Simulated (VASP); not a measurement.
# ZrB (Fm-3m) in VASP: notebook

The runs below take ZrB through relaxation of cell and atoms, single point, with LDA, LDA+U, RPBE+D3(BJ).

All numbers are computed with VASP 6.6.1; they aren't measurements. Logs are shortened: lines on timing, memory, paths and dates and some standing lists are left out, and cuts for length are marked.

### 1 The cell of the first run

The structure is cubic, space group Fm-3m (No. 225). The conventional cell has a = 4.650 Å, b = 4.650 Å, c = 4.650 Å, α = 90.00°, β = 90.00°, γ = 90.00°. Within 3.1 Å of Zr (site symmetry m-3m) lie 6 B at 2.33 Å. B (site symmetry m-3m) has 6 Zr at 2.33 Å within 3.1 Å.

### 2 Relaxation of cell and atoms, LDA

File INCAR:

```
ALGO = Normal
EDIFF = 1E-6
EDIFFG = -0.01
ENCUT = 600
IBRION = 2
ISIF = 3
ISMEAR = -1
LASPH = T
LCHARG = F
LREAL = F
LWAVE = F
NELM = 80
NSW = 60
PREC = Accurate
SIGMA = 0.05
```

File KPOINTS:

```
k-points
0
Gamma
  10 10 10
```

File POSCAR:

```
ZrB
1.0
    0.0000000000      2.3250000000      2.3250000000
    2.3250000000      0.0000000000      2.3250000000
    2.3250000000      2.3250000000      0.0000000000
Zr B
1 1
Direct
    0.0000000000      0.0000000000      0.0000000000
    0.5000000000      0.5000000000      0.5000000000
```

Potentials or basis: VASP PAW LDA potentials, release 64 (Zr_sv, B).

Run with:

```
> cat potpaw_LDA.64/Zr_sv/POTCAR potpaw_LDA.64/B/POTCAR > POTCAR
> mpirun -np 1 vasp_std > vasp.out
```

OUTCAR:

```text
EDIFF = 1E-6
   EDIFFG = -0.01
   ENCUT = 600
   IBRION = 2
   ISIF = 3
   ISMEAR = -1
   LASPH = T
   LREAL = F
   NELM = 80
   NSW = 60
   PREC = Accurate

 ion  position               nearest neighbor table
   1  0.000  0.000  0.000-   2 2.33   2 2.33   2 2.33   2 2.33   2 2.33   2 2.33
   2  0.500  0.500  0.500-   1 2.33   1 2.33   1 2.33   1 2.33   1 2.33   1 2.33

  LATTYP: Found a face centered cubic cell.
 ALAT       =     4.6500000000

  Lattice vectors:

 A1 = (   0.0000000000,   2.3250000000,   2.3250000000)
 A2 = (   2.3250000000,   0.0000000000,   2.3250000000)
 A3 = (   2.3250000000,   2.3250000000,   0.0000000000)

Analysis of symmetry for initial positions (statically):
=====================================================================
 Subroutine PRICEL returns:
 Original cell was already a primitive cell.

 Routine SETGRP: Setting up the symmetry group for a
 face centered cubic supercell.

 Subroutine GETGRP returns: Found 48 space group operations
 (whereof 48 operations were pure point group operations)
 out of a pool of 48 trial point group operations.

The static configuration has the point symmetry O_h .

Analysis of symmetry for dynamics (positions and initial velocities):
=====================================================================
 Subroutine PRICEL returns:
 Original cell was already a primitive cell.

 Routine SETGRP: Setting up the symmetry group for a
 face centered cubic supercell.

 Subroutine GETGRP returns: Found 48 space group operations
 (whereof 48 operations were pure point group operations)
 out of a pool of 48 trial point group operations.

The dynamic configuration has the point symmetry O_h .

 Subroutine INISYM returns: Found 48 space group operations
 (whereof 48 operations are pure point group operations),
 and found     1 'primitive' translations

----------------------------------------------------------------------------------------

                                     Primitive cell

  volume of cell :      25.1362

  direct lattice vectors                    reciprocal lattice vectors
     0.000000000  2.325000000  2.325000000    -0.215053763  0.215053763  0.215053763
     2.325000000  0.000000000  2.325000000     0.215053763 -0.215053763  0.215053763
     2.325000000  2.325000000  0.000000000     0.215053763  0.215053763 -0.215053763

  length of vectors
     3.288046533  3.288046533  3.288046533     0.372484045  0.372484045  0.372484045

[... 95 lines left out ...]
   ISMEAR =    -1;   SIGMA  =   0.05  broadening in eV -4-tet -1-fermi 0-gaus
   EFERMI_NEDOS =   21; number of points for ismear=-14 and -15
   IALGO  =     38    algorithm
   IMIX   =      4    mixing-type and parameters
     AMIX     =   0.40;   BMIX     =  1.00
     AMIX_MAG =   1.60;   BMIX_MAG =  1.00
  volume/ion in A,a.u.               =      12.57        84.81
  Fermi-wavevector in a.u.,A,eV,Ry     =   1.378285  2.604581 25.846565  1.899669
  Thomas-Fermi vector in A             =   2.503360
   LORBIT       =      0    0 simple, 1 ext, 2 COOP (PROOUT), +10 PAW based schemes
   GGA     = CA    functional components
   LHFCALC =     F    Hartree Fock is set to
   AEXX    =    0.0000 exact exchange contribution
   IVDW    =     0    specifies the selected vdW correction
   LEPSILON=     F    determine dielectric tensor
   LRPA    =     F    only Hartree local field effects (RPA)
 conjugate gradient relaxation of ions
 non-spin polarized calculation
  energy-cutoff  :      600.00
  volume of cell :       25.14
 maximum number of plane-waves:       869
 NGX is ok and might be reduce to    28
   NGX = 13   NGY = 13   NGZ = 13

--------------------------------------- Ionic step        1  -------------------------------------------

 number of electron      15.0000000 magnetization

 Free energy of the ion-electron system (eV)
  ---------------------------------------------------
  ext. energy  EPLUGINS =         0.00000000
  ---------------------------------------------------
  free energy    TOTEN  =       -17.29775651 eV

  energy without entropy =      -17.28939579  energy(sigma->0) =      -17.29357615

------------------------ aborting loop because EDIFF is reached ----------------------------------------

  FORCE on cell =-STRESS in cart. coord.  units (eV):
  Direction    XX          YY          ZZ          XY          YZ          ZX
  --------------------------------------------------------------------------------------
  -------------------------------------------------------------------------------------
  Total        4.0070422      4.0070422      4.0070422      0.0000000     -0.0000000      0.0000000
  in kB      255.4086649    255.4086649    255.4086649      0.0000000     -0.0000000      0.0000000
  external PRESSURE =     255.4086649 kB  Pullay stress =       0.0000000 kB
[... 95 lines left out ...]
--------------------------------------- Ionic step        4  -------------------------------------------

 number of electron      15.0000000 magnetization

 Free energy of the ion-electron system (eV)
  ---------------------------------------------------
  ext. energy  EPLUGINS =         0.00000000
  ---------------------------------------------------
  free energy    TOTEN  =       -17.52154210 eV

  energy without entropy =      -17.51038207  energy(sigma->0) =      -17.51596209

 E-fermi :   7.7267     XC(G=0): -11.8498

 val. band max:        7.7176922175   @ k =   0.3000   0.2000   0.1000
 cond. band min:       7.8439785724   @ k =  -0.4000   0.4000   0.1000
 fundamental gap:      0.1262863549
 Fermi energy:         7.7266747589

 k-point     1 :       0.0000    0.0000    0.0000
  band No.  band energies     occupation
      1     -39.2625      2.00000
      2     -17.2216      2.00000
      3     -17.2216      2.00000
      4     -17.2216      2.00000
      5      -0.2783      2.00000
      6       9.4876      0.00000
      7       9.4876      0.00000
      8       9.4876      0.00000
      9      11.0177      0.00000
     10      11.0177      0.00000
     11      11.2608      0.00000
[... 309 lines left out ...]
 k-point    24 :       0.4000    0.3000    0.0000
  band No.  band energies     occupation
      1     -39.1843      2.00000
      2     -17.6960      2.00000
      3     -17.4137      2.00000
      4     -17.3937      2.00000
      5       1.8558      2.00000
      6       6.0590      2.00000
      7       7.1257      1.99999
      8       8.9155      0.00000
      9       9.6487      0.00000
     10      12.6599      0.00000
     11      14.0194      0.00000

 [... further k-points ...]
[... 5 lines left out ...]
  --------------------------------------------------------------------------------------
  -------------------------------------------------------------------------------------
  Total       -0.0160511     -0.0160511     -0.0160511      0.0000000     -0.0000000      0.0000000
  in kB       -0.9108658     -0.9108658     -0.9108658      0.0000000     -0.0000000      0.0000000
  external PRESSURE =      -0.9108658 kB  Pullay stress =       0.0000000 kB
[... 17 lines left out ...]
  FREE ENERGIE OF THE ION-ELECTRON SYSTEM (eV)
  ---------------------------------------------------
  free  energy   TOTEN  =       -17.5215420966 eV

  energy  without entropy=      -17.5103820750  energy(sigma->0) =      -17.51596209

 reached required accuracy - stopping structural energy minimisation
```

Wall time 21 s (1 thread of Intel Xeon 6975P-C (Granite Rapids), shared host); peak memory 0.16 GiB.

What came out:

```yaml
Free_energy: -17.5215 eV
Relaxed_volume: 14.12 Å³/atom
Relaxed_cell: a = 3.418 Å, b = 3.418 Å, c = 3.418 Å, α = 60.00°, β = 60.00°, γ = 60.00°
Space_group_after_relaxing_to_0.05_Å: Fm-3m (No. 225)
Energy_gained_by_relaxing: 111.9 meV/atom
Ionic_steps: 4
Pressure_after_relaxing: -0.1 GPa
```

Step by step:
| step | energy change (eV) | largest force (eV/Å) | pressure (GPa) | volume (Å³) |
| --- | --- | --- | --- | --- |
| 1 | 0.0000 | 0.0000 | 25.54 | 25.14 |
| 2 | 0.1394 | 0.0000 | -20.66 | 33.15 |
| 3 | -0.2235 | 0.0000 | -0.77 | 28.34 |
| 4 | -0.2238 | 0.0000 | -0.09 | 28.23 |

Final structure:
```xyz
2
Lattice="0.0000 2.4168 2.4168 2.4168 0.0000 2.4168 2.4168 2.4168 0.0000" Properties=species:S:1:pos:R:3 pbc="T T T"
Zr    0.0000    0.0000    0.0000
B     2.4168    2.4168    2.4168
```

Levels at points of the mesh, in eV from the Fermi level:
```csv
k point,band 4,band 5,band 6,band 7,band 8,band 9,band 10,band 11
"(0.00, 0.00, 0.00)",-24.95,-8.00,1.76,1.76,1.76,3.29,3.29,3.53
"(0.50, 0.00, 0.00)",-25.01,-3.89,-3.87,-1.21,-1.21,5.02,5.02,6.37
"(0.50, 0.50, 0.00)",-25.17,-6.08,-0.87,-0.61,2.19,2.19,4.80,6.00
```

Caveat: the volume moved by +12 % from the deposited cell, more than functionals usually miss.

### 3 Relaxation of cell and atoms, LDA+U

File INCAR:

```
SYSTEM = ZrB
ALGO = Normal
EDIFF = 1E-6
EDIFFG = -0.01
ENCUT = 600
GGA = CA
IBRION = 2
ISIF = 3
ISMEAR = -1
LASPH = .True.
LCHARG = .False.
LDAU = .True.
LDAUJ = 0 0
LDAUL = 2 -1
LDAUPRINT = 1
LDAUTYPE = 2
LDAUU = 1 0
LMAXMIX = 4
LREAL = .False.
LWAVE = .False.
NELM = 150
NSW = 60
PREC = Accurate
SIGMA = 0.05
```

File KPOINTS:

```
k-points
0
Gamma
  10 10 10
  0 0 0
```

POSCAR is that of step 2.

Potentials or basis: VASP PAW LDA potentials, release 64 (Zr_sv, B).

Run with:

```
> cat potpaw_LDA.64/Zr_sv/POTCAR potpaw_LDA.64/B/POTCAR > POTCAR
> mpirun -np 1 vasp_std > vasp.out
```

OUTCAR:

```text
SYSTEM = ZrB
   EDIFF = 1E-6
   EDIFFG = -0.01
   ENCUT = 600
   GGA = CA
   IBRION = 2
   ISIF = 3
   ISMEAR = -1
   LASPH = .True.
   LREAL = .False.
   NELM = 150
   NSW = 60
   PREC = Accurate

 ion  position               nearest neighbor table
   1  0.000  0.000  0.000-   2 2.33   2 2.33   2 2.33   2 2.33   2 2.33   2 2.33
   2  0.500  0.500  0.500-   1 2.33   1 2.33   1 2.33   1 2.33   1 2.33   1 2.33

  LATTYP: Found a face centered cubic cell.
 ALAT       =     4.6500000000

  Lattice vectors:

 A1 = (   0.0000000000,   2.3250000000,   2.3250000000)
 A2 = (   2.3250000000,   0.0000000000,   2.3250000000)
 A3 = (   2.3250000000,   2.3250000000,   0.0000000000)

Analysis of symmetry for initial positions (statically):
=====================================================================
 Subroutine PRICEL returns:
 Original cell was already a primitive cell.

 Routine SETGRP: Setting up the symmetry group for a
 face centered cubic supercell.

 Subroutine GETGRP returns: Found 48 space group operations
 (whereof 48 operations were pure point group operations)
 out of a pool of 48 trial point group operations.

The static configuration has the point symmetry O_h .

Analysis of symmetry for dynamics (positions and initial velocities):
=====================================================================
 Subroutine PRICEL returns:
 Original cell was already a primitive cell.

 Routine SETGRP: Setting up the symmetry group for a
 face centered cubic supercell.

 Subroutine GETGRP returns: Found 48 space group operations
 (whereof 48 operations were pure point group operations)
 out of a pool of 48 trial point group operations.

The dynamic configuration has the point symmetry O_h .

 Subroutine INISYM returns: Found 48 space group operations
 (whereof 48 operations are pure point group operations),
 and found     1 'primitive' translations

----------------------------------------------------------------------------------------

                                     Primitive cell

  volume of cell :      25.1362

  direct lattice vectors                    reciprocal lattice vectors
     0.000000000  2.325000000  2.325000000    -0.215053763  0.215053763  0.215053763
     2.325000000  0.000000000  2.325000000     0.215053763 -0.215053763  0.215053763
     2.325000000  2.325000000  0.000000000     0.215053763  0.215053763 -0.215053763

  length of vectors
     3.288046533  3.288046533  3.288046533     0.372484045  0.372484045  0.372484045

  position of ions in fractional coordinates (direct lattice)
     0.000000000  0.000000000  0.000000000
     0.500000000  0.500000000  0.500000000

  ion indices of the primitive-cell ions
   primitive index   ion index
                 1           1
                 2           2

----------------------------------------------------------------------------------------

[... 121 lines left out ...]

  energy without entropy =      -16.53584592  energy(sigma->0) =      -16.54043928

------------------------ aborting loop because EDIFF is reached ----------------------------------------

  FORCE on cell =-STRESS in cart. coord.  units (eV):
  Direction    XX          YY          ZZ          XY          YZ          ZX
  --------------------------------------------------------------------------------------
  -------------------------------------------------------------------------------------
  Total        4.5013599      4.5013599      4.5013599     -0.0000000     -0.0000000      0.0000000
  in kB      286.9164543    286.9164543    286.9164543     -0.0000000     -0.0000000      0.0000000
  external PRESSURE =     286.9164543 kB  Pullay stress =       0.0000000 kB
[... 89 lines left out ...]
  FREE ENERGIE OF THE ION-ELECTRON SYSTEM (eV)
  ---------------------------------------------------
  free  energy   TOTEN  =       -16.8235968837 eV

  energy  without entropy=      -16.8112618652  energy(sigma->0) =      -16.81742937

[... ionic steps 4 to 14 ...]

--------------------------------------- Ionic step       15  -------------------------------------------

 number of electron      15.0000000 magnetization

------------------------ aborting loop because EDIFF is reached ----------------------------------------
[... 61 lines left out ...]
  FREE ENERGIE OF THE ION-ELECTRON SYSTEM (eV)
  ---------------------------------------------------
  free  energy   TOTEN  =       -16.8240422375 eV

  energy  without entropy=      -16.8118560447  energy(sigma->0) =      -16.81794914

atom =   1  type =  1  l = 2

 onsite density matrix

spin component  1

  0.1256 -0.0000 -0.0000  0.0000  0.0000
 -0.0000  0.1256 -0.0000  0.0000 -0.0000
 -0.0000 -0.0000  0.2326 -0.0000  0.0000
  0.0000  0.0000 -0.0000  0.1256 -0.0000
  0.0000 -0.0000  0.0000 -0.0000  0.2326

spin component  2

  0.1256 -0.0000 -0.0000  0.0000  0.0000
 -0.0000  0.1256 -0.0000  0.0000 -0.0000
 -0.0000 -0.0000  0.2326 -0.0000  0.0000
  0.0000  0.0000 -0.0000  0.1256 -0.0000
  0.0000 -0.0000  0.0000 -0.0000  0.2326

 occupancies and eigenvectors

  o =  0.1256  v =  1.0000  0.0000  0.0000  0.0000  0.0000  0.0000  0.0000  0.0000  0.0000  0.0000      0.0000  0.0000  0.0000  0.0000  0.0000  0.0000  0.0000  0.0000  0.0000  0.0000
  o =  0.1256  v =  0.0000  0.0000  0.0000  0.0000  0.0000  1.0000  0.0000  0.0000  0.0000  0.0000      0.0000  0.0000  0.0000  0.0000  0.0000  0.0000  0.0000  0.0000  0.0000  0.0000
  o =  0.1256  v =  0.0000  0.4950 -0.0000 -0.8689 -0.0000  0.0000  0.0000  0.0000  0.0000  0.0000      0.0000  0.0000  0.0000  0.0000  0.0000  0.0000  0.0000  0.0000  0.0000  0.0000
  o =  0.1256  v =  0.0000  0.0000  0.0000  0.0000  0.0000  0.0000  0.4950 -0.0000 -0.8689 -0.0000      0.0000  0.0000  0.0000  0.0000  0.0000  0.0000  0.0000  0.0000  0.0000  0.0000
  o =  0.1256  v =  0.0000  0.8689  0.0000  0.4950  0.0000  0.0000  0.0000  0.0000  0.0000  0.0000      0.0000  0.0000  0.0000  0.0000  0.0000  0.0000  0.0000  0.0000  0.0000  0.0000
  o =  0.1256  v =  0.0000  0.0000  0.0000  0.0000  0.0000  0.0000  0.8689  0.0000  0.4950  0.0000      0.0000  0.0000  0.0000  0.0000  0.0000  0.0000  0.0000  0.0000  0.0000  0.0000
  o =  0.2326  v =  0.0000  0.0000  0.0000  0.0000  0.0000  0.0000  0.0000  0.0058  0.0000 -1.0000      0.0000  0.0000  0.0000  0.0000  0.0000  0.0000  0.0000  0.0000  0.0000  0.0000
  o =  0.2326  v =  0.0000  0.0000  0.0058  0.0000 -1.0000  0.0000  0.0000  0.0000  0.0000  0.0000      0.0000  0.0000  0.0000  0.0000  0.0000  0.0000  0.0000  0.0000  0.0000  0.0000
  o =  0.2326  v =  0.0000  0.0000  0.0000  0.0000  0.0000  0.0000  0.0000 -1.0000  0.0000 -0.0058      0.0000  0.0000  0.0000  0.0000  0.0000  0.0000  0.0000  0.0000  0.0000  0.0000
  o =  0.2326  v =  0.0000  0.0000 -1.0000  0.0000 -0.0058  0.0000  0.0000  0.0000  0.0000  0.0000      0.0000  0.0000  0.0000  0.0000  0.0000  0.0000  0.0000  0.0000  0.0000  0.0000

--------------------------------------- Ionic step       17  -------------------------------------------

 number of electron      15.0000000 magnetization

 Free energy of the ion-electron system (eV)
  ---------------------------------------------------
  ext. energy  EPLUGINS =         0.00000000
  ---------------------------------------------------
  free energy    TOTEN  =       -16.82405532 eV

  energy without entropy =      -16.81185185  energy(sigma->0) =      -16.81795359

 E-fermi :   7.7276     XC(G=0): -11.7954

 val. band max:        7.7242859833   @ k =  -0.2000   0.1000   0.0000
 cond. band min:       7.7470346741   @ k =   0.3000   0.2000   0.1000
 fundamental gap:      0.0227486908
 Fermi energy:         7.7276030213

 k-point     1 :       0.0000    0.0000    0.0000
  band No.  band energies     occupation
      1     -39.5484      2.00000
      2     -17.5045      2.00000
      3     -17.5045      2.00000
      4     -17.5045      2.00000
      5      -0.3455      2.00000
      6       9.5608      0.00000
      7       9.5608      0.00000
      8       9.5608      0.00000
      9      11.0125      0.00000
     10      11.0125      0.00000
     11      11.1770      0.00000
[... 309 lines left out ...]
 k-point    24 :       0.4000    0.3000    0.0000
  band No.  band energies     occupation
      1     -39.4753      2.00000
      2     -17.9534      2.00000
      3     -17.6865      2.00000
      4     -17.6677      2.00000
      5       1.8188      2.00000
      6       6.0000      2.00000
      7       7.1715      1.99997
      8       8.8750      0.00000
      9       9.6042      0.00000
     10      12.6477      0.00000
     11      14.0270      0.00000

 [... further k-points ...]
[... 5 lines left out ...]
  --------------------------------------------------------------------------------------
  -------------------------------------------------------------------------------------
  Total        0.0082484      0.0082484      0.0082484      0.0000000      0.0000000     -0.0000000
  in kB        0.4622357      0.4622357      0.4622357      0.0000000      0.0000000     -0.0000000
  external PRESSURE =       0.4622357 kB  Pullay stress =       0.0000000 kB
[... 17 lines left out ...]
  FREE ENERGIE OF THE ION-ELECTRON SYSTEM (eV)
  ---------------------------------------------------
  free  energy   TOTEN  =       -16.8240553233 eV

  energy  without entropy=      -16.8118518483  energy(sigma->0) =      -16.81795359

 reached required accuracy - stopping structural energy minimisation
```

It took 46 s on 1 thread of Intel Xeon 6975P-C (Granite Rapids), shared host; peak memory 0.16 GiB.

What came out:

```
Free energy                            : -16.8241 eV
Relaxed volume                         : 14.30 Å³/atom
Relaxed cell                           : a = 3.432 Å, b = 3.432 Å, c = 3.432 Å, α = 60.00°, β = 60.00°, γ = 60.00°
Space group after relaxing (to 0.05 Å) : Fm-3m (No. 225)
Energy gained by relaxing              : 139.5 meV/atom
Ionic steps                            : 17
Pressure after relaxing                : 0.0 GPa
```

The path:
```csv
step,energy change (eV),largest force (eV/Å),pressure (GPa),volume (Å³)
1,0.0000,0.0000,28.69,25.14
2,0.1690,0.0000,-21.93,34.25
3,-0.2786,0.0000,-0.95,28.75
4,-0.2790,0.0000,-0.12,28.62
5,-0.2790,0.0000,0.32,28.54
6,-0.2790,0.0000,0.34,28.54
7,-0.2790,0.0000,0.31,28.55
8,-0.2790,0.0000,0.30,28.55
9,-0.2790,0.0000,0.29,28.55
10,-0.2790,0.0000,0.29,28.55
11,-0.2790,0.0000,0.29,28.55
12,-0.2790,0.0000,0.29,28.55
13,-0.2790,0.0000,0.30,28.55
14,-0.2790,0.0000,0.30,28.55
15,-0.2790,0.0000,0.24,28.56
16,-0.2790,0.0000,0.19,28.57
17,-0.2790,0.0000,0.05,28.59
```

Final structure:
```yaml
crystal:
  lattice:
    - [0.00000, 2.42696, 2.42696]
    - [2.42696, 0.00000, 2.42696]
    - [2.42696, 2.42696, 0.00000]
  atoms:
    - { symbol: Zr, position: [0.00000, 0.00000, 0.00000] }
    - { symbol: B, position: [0.50000, 0.50000, 0.50000] }
```

Eigenvalues of the final occupation matrices:
```
    site  spin  trace               eigenvalues
site 1 d     1   0.84  0.13 0.13 0.13 0.23 0.23
site 1 d     2   0.84  0.13 0.13 0.13 0.23 0.23
```

Caveat: the volume moved by +14 % from the deposited cell, more than functionals usually miss; U without spin polarisation on a metal has little footing; the U is typed as a test and isn't derived for this compound.

[end of part 1 of 2]
